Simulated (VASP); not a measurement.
Set up this calculation in VASP 6.6.1, as the native input.

| Property | Result |
| --- | --- |
| Task | single point |
| Functional | LDA |
| Potentials or basis | VASP PAW LDA potentials, release 64 (Ru_pv) |
| Cutoff | 520 eV |
| k mesh | 24 × 24 × 24 |
| Occupations | fermi-dirac, width 0.1 eV |
| Spin | no spin polarisation |
| Dipole correction | no |
| Further INCAR settings | ALGO = Normal; EDIFF = 1e-06; NBANDS = 13 |

The structure of Ru lies in POSCAR:

```
Ru
1.0
    0.0000000000      1.8736991073      1.8736991073
    1.8736991073      0.0000000000      1.8736991073
    1.8736991073      1.8736991073      0.0000000000
Ru
1
Direct
    0.0000000000      0.0000000000      0.0000000000
```

These files were run (other wordings do the same):

INCAR

```
SYSTEM = Ru
ALGO = Normal
EDIFF = 1E-6
ENCUT = 520
ISIF = 2
ISMEAR = -1
LASPH = .TRUE.
LCHARG = .TRUE.
LELF = .TRUE.
LREAL = .FALSE.
LVHAR = .TRUE.
LWAVE = .FALSE.
NBANDS = 13
NELM = 60
PREC = Accurate
SIGMA = 0.1
```

KPOINTS

```
k-points
0
G
  24 24 24
  0 0 0
```

Potentials or basis: VASP PAW LDA potentials, release 64 (Ru_pv).

Launch:

```bash
$ cat potpaw_LDA.64/Ru_pv/POTCAR > POTCAR
$ mpirun -np 1 vasp_std > vasp.out
```

Results of the run:

| Quantity | Value |
| --- | --- |
| Pressure | 0.9 GPa |
| Band gap on the k mesh | zero (band 7 reaches 15.60 eV, above the bottom of band 8 at 11.87 eV) |

Run time: 42 s on 1 thread of Intel(R) Xeon(R) 6975P-C (Granite Rapids), on a shared host, peak memory 0.17 GiB.
